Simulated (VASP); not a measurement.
# AlSi3C (R-3m) in VASP: single point with r2SCAN

Aim: the single point of AlSi3C with r2SCAN.

Program: VASP 6.6.1. These are calculated values, not measurements. Logs are shortened: lines on timing, memory, paths and dates and some standing lists are left out, and cuts for length are marked.

## (1) The cell of the first run

The structure is trigonal, space group R-3m (No. 166). The conventional cell has a = 4.799 Å, b = 4.799 Å, c = 13.041 Å, α = 90.00°, β = 90.00°, γ = 120.00°. Within 3.6 Å of Al (site symmetry -3m) lie 6 Si at 2.58 Å and 6 C at 3.52 Å. C (site symmetry -3m) has 6 Si at 2.40 Å within 3.2 Å. Within 3.2 Å of Si (site symmetry 2/m) lie 2 C at 2.40 Å and 4 Si at 2.40 Å and 2 Al at 2.58 Å.

## (2) Single point, r2SCAN

The input, POSCAR:

```
AlSi3C
1.0
    1.9289945311     -4.3943770979     -0.0000042036
    1.9289945311     -1.7738004761     -4.0204703643
    7.0576803836      3.0980969612      4.8836589276
Al C Si
2 2 6
Direct
    0.0000000000      0.0000000000      0.0000000000
    0.5000000000      0.0000000000      0.5000000000
    0.7500000000      0.5000000000      0.7500000000
    0.2500000000      0.5000000000      0.2500000000
    0.2500000000      0.5000000000      0.7500000000
    0.2500000000      0.0000000000      0.7500000000
    0.7500000000      0.0000000000      0.7500000000
    0.7500000000      0.5000000000      0.2500000000
    0.7500000000      0.0000000000      0.2500000000
    0.2500000000      0.0000000000      0.2500000000
```

The input, INCAR.step1:

```
SYSTEM = AlSi3C
PREC = Accurate ; ENCUT = 520
ISMEAR = -1 ; SIGMA = 0.1
LREAL = .FALSE. ; LASPH = .TRUE.
NELM = 60 ; NBANDS = 30
GGA = PE ; ALGO = Normal
EDIFF = 1E-4 ; LWAVE = .TRUE.
LCHARG = .FALSE.
```

The input, INCAR.step2:

```
SYSTEM = AlSi3C
PREC = Accurate ; ENCUT = 520
EDIFF = 1E-6 ; ISMEAR = -1
SIGMA = 0.1 ; LREAL = .FALSE.
LASPH = .TRUE. ; NELM = 60
ALGO = Normal ; ISIF = 2
LWAVE = .FALSE. ; LCHARG = .TRUE.
METAGGA = R2SCAN ; LMIXTAU = .TRUE.
LELF = .TRUE. ; LVHAR = .TRUE.
NBANDS = 30 ; ISTART = 1
```

The input, KPOINTS:

```
Automatic mesh
0
G
  5 5 5
  0 0 0
```

Potentials or basis: VASP PAW PBE potentials, release 64 (Al, C, Si).

Started as:

```sh
cat potpaw_PBE.64/Al/POTCAR potpaw_PBE.64/C/POTCAR potpaw_PBE.64/Si/POTCAR > POTCAR
cp INCAR.step1 INCAR
mpirun -np 1 vasp_std > vasp.out
cp INCAR.step2 INCAR
mpirun -np 1 vasp_std > vasp.out
```

OUTCAR:

```text
SYSTEM = AlSi3C
   PREC = Accurate
   ENCUT = 520
   EDIFF = 1E-6
   ISMEAR = -1
   LREAL = .FALSE.
   LASPH = .TRUE.
   NELM = 60
   ISIF = 2
   METAGGA = R2SCAN
   ISTART = 1

 ion  position               nearest neighbor table
   1  0.000  0.000  0.000-   7 2.58  10 2.58   9 2.58   6 2.58   8 2.58   5 2.58
   2  0.500  0.000  0.500-   7 2.58  10 2.58   9 2.58   6 2.58   5 2.58   8 2.58
   3  0.750  0.500  0.750-   5 2.40   5 2.40   6 2.40   6 2.40   7 2.40   7 2.40
   4  0.250  0.500  0.250-   8 2.40   8 2.40   9 2.40   9 2.40  10 2.40  10 2.40
   5  0.250  0.500  0.750-   3 2.40   3 2.40   7 2.40   7 2.40   6 2.40   6 2.40   1 2.58   2 2.58

   6  0.250  0.000  0.750-   7 2.40   7 2.40   3 2.40   3 2.40   5 2.40   5 2.40   1 2.58   2 2.58

   7  0.750  0.000  0.750-   6 2.40   6 2.40   5 2.40   5 2.40   3 2.40   3 2.40   1 2.58   2 2.58

   8  0.750  0.500  0.250-   4 2.40   4 2.40  10 2.40  10 2.40   9 2.40   9 2.40   2 2.58   1 2.58

   9  0.750  0.000  0.250-  10 2.40  10 2.40   4 2.40   4 2.40   8 2.40   8 2.40   1 2.58   2 2.58

  10  0.250  0.000  0.250-   9 2.40   9 2.40   8 2.40   8 2.40   4 2.40   4 2.40   1 2.58   2 2.58

  LATTYP: Found a trigonal (rhomboedric) cell.
 ALAT       =     9.1246469356
 COS(alpha) =     0.8616875070

  Lattice vectors:

 A1 = (   7.0576803836,   5.7186735830,   0.8631927669)
 A2 = (   7.0576803836,   3.0980969612,   4.8836589276)
 A3 = (   8.9866749147,   1.3242964851,   0.8631885633)

Analysis of symmetry for initial positions (statically):
=====================================================================
 Subroutine PRICEL returns following result:

  LATTYP: Found a trigonal (rhomboedric) cell.
 ALAT       =     5.1548703107
 COS(alpha) =     0.5666307818

  Lattice vectors:

 A1 = (  -4.4933374573,   0.6481400683,  -2.4418273620)
 A2 = (  -2.5643429263,  -3.7462370296,  -2.4418315656)
 A3 = (  -4.4933374573,  -1.9724365534,   1.5786387987)

   2 primitive cells build up your supercell.

 Routine SETGRP: Setting up the symmetry group for a
 trigonal (rhombohedral) supercell.

 Subroutine GETGRP returns: Found 12 space group operations
 (whereof 12 operations were pure point group operations)
 out of a pool of 12 trial point group operations.

The static configuration has the point symmetry D_3d.

Analysis of symmetry for dynamics (positions and initial velocities):
=====================================================================
 Subroutine PRICEL returns following result:

  LATTYP: Found a trigonal (rhomboedric) cell.
 ALAT       =     5.1548703107
 COS(alpha) =     0.5666307818

  Lattice vectors:

 A1 = (  -4.4933374573,   0.6481400683,  -2.4418273620)
 A2 = (  -2.5643429263,  -3.7462370296,  -2.4418315656)
 A3 = (  -4.4933374573,  -1.9724365534,   1.5786387987)

   2 primitive cells build up your supercell.

 Routine SETGRP: Setting up the symmetry group for a
 trigonal (rhombohedral) supercell.

 Subroutine GETGRP returns: Found 12 space group operations
 (whereof 12 operations were pure point group operations)
 out of a pool of 12 trial point group operations.

The dynamic configuration has the point symmetry D_3d.

 Subroutine INISYM returns: Found 12 space group operations
 (whereof 12 operations are pure point group operations),
 and found     2 'primitive' translations

----------------------------------------------------------------------------------------

                                     Primitive cell

  volume of cell :      86.7028

  direct lattice vectors                    reciprocal lattice vectors
    -4.493337457  0.648140068 -2.441827362    -0.123759642  0.173237044 -0.135809886
    -2.564342926 -3.746237030 -2.441831566     0.043749089 -0.208358922 -0.135810251
    -4.493337457 -1.972436553  1.578638799    -0.123759642 -0.054326828  0.213316653

  length of vectors
     5.154870311  5.154870311  5.154870311     0.252530884  0.252530884  0.252530884

  position of ions in fractional coordinates (direct lattice)
     0.000000000  0.000000000  0.000000000
     0.500000000  0.500000000  0.500000000
     0.000000000  0.000000000  0.500000000
     0.000000000  0.500000000  0.000000000
     0.500000000  0.000000000  1.000000000

  ion indices of the primitive-cell ions
   primitive index   ion index
                 1           1
                 2           3
                 3           5
                 4           6
                 5           7

----------------------------------------------------------------------------------------

 KPOINTS: Automatic mesh

Automatic generation of k-mesh.
 Grid dimensions read from file:
 generate k-points for:    5    5    5

 Generating k-lattice:

  Cartesian coordinates                     Fractional coordinates (reciprocal lattice)
     0.004374909 -0.043592279  0.021331629     0.200000000 -0.000000000  0.000000000
     0.024751928  0.010865366 -0.042663331    -0.000000000  0.200000000  0.000000000
     0.020377019  0.008944871  0.005830348    -0.000000000 -0.000000000  0.200000000

  Length of vectors
     0.048728483  0.050506177  0.023004925

  Shift w.r.t. Gamma in fractional coordinates (k-lattice)
     0.000000000  0.000000000  0.000000000

 Subroutine IBZKPT returns following result:
 ===========================================

 Found     19 irreducible k-points:

 Following reciprocal coordinates:
            Coordinates               Weight
  0.000000  0.000000  0.000000      1.000000
  0.200000  0.000000  0.000000      6.000000
  0.400000  0.000000  0.000000      6.000000
 -0.000000  0.200000 -0.000000      6.000000
  0.400000  0.200000  0.000000      6.000000
 -0.400000  0.200000 -0.000000     12.000000
[... 11 lines left out ...]
 -0.000000 -0.000000  0.400000      2.000000
 -0.200000 -0.000000  0.400000      6.000000
   k-points           NKPTS =     19   k-points in BZ     NKDIM =     19   number of bands    NBANDS=     30
   number of dos      NEDOS =    301   number of ions     NIONS =     10
   total plane-waves  NPLWV =  90720
   dimension x,y,z NGX =    36 NGY =   36 NGZ =   70
   dimension x,y,z NGXF=    72 NGYF=   72 NGZF=  140
   ions per type =               2   2   6
   NGX,Y,Z   is equivalent  to a cutoff of  12.47, 12.47, 12.75 a.u.
   NGXF,Y,Z  is equivalent  to a cutoff of  24.94, 24.94, 25.51 a.u.
 SYSTEM =  AlSi3C
   PREC   = accura    normal or accurate (medium, high low for compatibility)
   ISTART =      1    job   : 0-new  1-cont  2-samecut
   ICHARG =      0    charge: 1-file 2-atom 10-const
   ISPIN  =      1    spin polarized calculation?
   LNONCOLLINEAR =      F non collinear calculations
   LSORBIT =      F    spin-orbit coupling
   LASPH  =      T    aspherical Exc in radial PAW
   ENCUT  =  520.0 eV  38.22 Ry    6.18 a.u.   8.92  8.92 16.97*2*pi/ulx,y,z
   NELM   =     60;   NELMIN=  2; NELMDL=  0     # of ELM steps
   EDIFF  = 0.1E-05   stopping-criterion for ELM
   LREAL  =      F    real-space projection
   EDIFFG = 0.1E-04   stopping-criterion for IOM
   NSW    =      0    number of steps for IOM
   IBRION =     -1    ionic relax: 0-MD 1-quasi-New 2-CG
   NFREE  =      0    steps in history (QN), initial steepest desc. (CG)
   ISIF   =      2    stress and relaxation
   ISYM   =      2    0-nonsym 1-usesym 2-fastsym
   POTIM  = 0.5000    time-step for ionic-motion
   TEBEG  =    0.0;   TEEND  =   0.0 temperature during run
   PSTRESS=    0.0 pullay stress
   NELECT =      38.0000    total number of electrons
   NUPDOWN=      -1.0000    fix difference up-down
   EMIN   =  10.00;   EMAX   =-10.00  energy-range for DOS
   EFERMI =   0.00;   METHOD = LEGACY
   ISMEAR =    -1;   SIGMA  =   0.10  broadening in eV -4-tet -1-fermi 0-gaus
   EFERMI_NEDOS =   21; number of points for ismear=-14 and -15
   IALGO  =     38    algorithm
   IMIX   =      4    mixing-type and parameters
     AMIX     =   0.40;   BMIX     =  1.00
     AMIX_MAG =   1.60;   BMIX_MAG =  1.00
  volume/ion in A,a.u.               =      17.34       117.02
  Fermi-wavevector in a.u.,A,eV,Ry     =   0.986995  1.865150 13.254237  0.974159
  Thomas-Fermi vector in A             =   2.118417
   LORBIT       =      0    0 simple, 1 ext, 2 COOP (PROOUT), +10 PAW based schemes
   METAGGA = R2SCAN    functional components
   LHFCALC =     F    Hartree Fock is set to
   AEXX    =    0.0000 exact exchange contribution
   IVDW    =     0    specifies the selected vdW correction
   LEPSILON=     F    determine dielectric tensor
   LRPA    =     F    only Hartree local field effects (RPA)
 non-spin polarized calculation
  energy-cutoff  :      520.00
  volume of cell :      173.41
 maximum number of plane-waves:      4687
   NGX = 17   NGY = 17   NGZ = 33

 number of electron      38.0000000 magnetization

 Free energy of the ion-electron system (eV)
  ---------------------------------------------------
  ext. energy  EPLUGINS =         0.00000000
  ---------------------------------------------------
  free energy    TOTEN  =       -71.43459744 eV

  energy without entropy =      -71.24335037  energy(sigma->0) =      -71.33897391

 E-fermi :   5.9944     XC(G=0): -10.1796

 val. band max:        5.9879745666   @ k =   0.4000   0.2000   0.0000
 cond. band min:       6.0091769655   @ k =  -0.2000   0.2000   0.2000
 fundamental gap:      0.0212023989
 Fermi energy:         5.9943845489

 k-point     1 :       0.0000    0.0000    0.0000
  band No.  band energies     occupation
      1      -8.6561      2.00000
      2      -8.3492      2.00000
      3      -2.5696      2.00000
      4      -2.2915      2.00000
      5      -2.0897      2.00000
      6      -1.3663      2.00000
[... 22 lines left out ...]
     29      10.4373      0.00000
     30      11.4632      0.00000
[... 563 lines left out ...]
  band No.  band energies     occupation
      1      -8.1938      2.00000
      2      -8.1618      2.00000
      3      -3.6533      2.00000
      4      -3.3751      2.00000
      5      -2.6428      2.00000
      6      -2.3358      2.00000
[... 22 lines left out ...]
     29      10.4962      0.00000
     30      10.7706      0.00000

------------------------ aborting loop because EDIFF is reached ----------------------------------------

  FORCE on cell =-STRESS in cart. coord.  units (eV):
  Direction    XX          YY          ZZ          XY          YZ          ZX
  --------------------------------------------------------------------------------------
  -------------------------------------------------------------------------------------
  Total       -0.1715647     -0.0549036     -0.0388884     -0.0634338     -0.0181499     -0.0413468
  in kB       -1.5851676     -0.5072805     -0.3593087     -0.5860952     -0.1676957     -0.3820222
  external PRESSURE =      -0.8172522 kB  Pullay stress =       0.0000000 kB

 VOLUME and BASIS-vectors are now :
 -----------------------------------------------------------------------------
  energy-cutoff  :      520.00
  volume of cell :      173.41
      direct lattice vectors                 reciprocal lattice vectors
     1.928994531 -4.394377098 -0.000004204     0.021874545 -0.217961397  0.106658144
     1.928994531 -1.773800476 -4.020470364     0.123759642  0.054326828 -0.213316653
     7.057680384  3.098096961  4.883658928     0.101885097  0.044724353  0.029151742

 POSITION                                       TOTAL-FORCE (eV/Angst)
 -----------------------------------------------------------------------------------
      0.00000      0.00000      0.00000         0.000000     -0.000000     -0.000000
      4.49334     -0.64814      2.44183         0.000000      0.000000      0.000000
      7.70450     -1.85911      1.65251        -0.000000      0.000000     -0.000000
      3.21117     -1.21097     -0.78932         0.000000     -0.000000      0.000000
      6.74001      0.33808      1.65251         0.000000      0.000000      0.000000
      5.77551      1.22498      3.66274        -0.000000     -0.000000     -0.000000
      6.74001     -0.97221      3.66274         0.000000     -0.000000     -0.000000
      4.17566     -3.40816     -0.78932         0.000000     -0.000000      0.000000
      3.21117     -2.52126      1.22091        -0.000000      0.000000      0.000000
      2.24667     -0.32407      1.22091        -0.000000      0.000000      0.000000
 -----------------------------------------------------------------------------------
    total drift:                                0.000000     -0.000000      0.000000

  FREE ENERGIE OF THE ION-ELECTRON SYSTEM (eV)
  ---------------------------------------------------
  free  energy   TOTEN  =       -71.4345974450 eV

  energy  without entropy=      -71.2433503748  energy(sigma->0) =      -71.33897391
```

Wall time 3.3 min (1 thread of Intel Xeon 6975P-C (Granite Rapids), shared host); peak memory 0.35 GiB.

Results:

```yaml
Free_energy: -71.4346 eV
Pressure: -0.1 GPa
Band_gap_on_the_k_mesh: zero (bands 19 and 20 overlap by 0.97 eV)
```

Levels at points of the mesh, in eV from the Fermi level:
| k point | band 15 | band 16 | band 17 | band 18 | band 19 | band 20 | band 21 | band 22 | band 23 | band 24 |
| --- | --- | --- | --- | --- | --- | --- | --- | --- | --- | --- |
| (0.00, 0.00, 0.00) | -4.47 | -4.47 | -2.38 | -0.20 | -0.20 | 0.46 | 0.54 | 1.81 | 1.81 | 2.10 |

Caveat: the PAW data sets were made with another functional, which shifts forces and pressure a little.
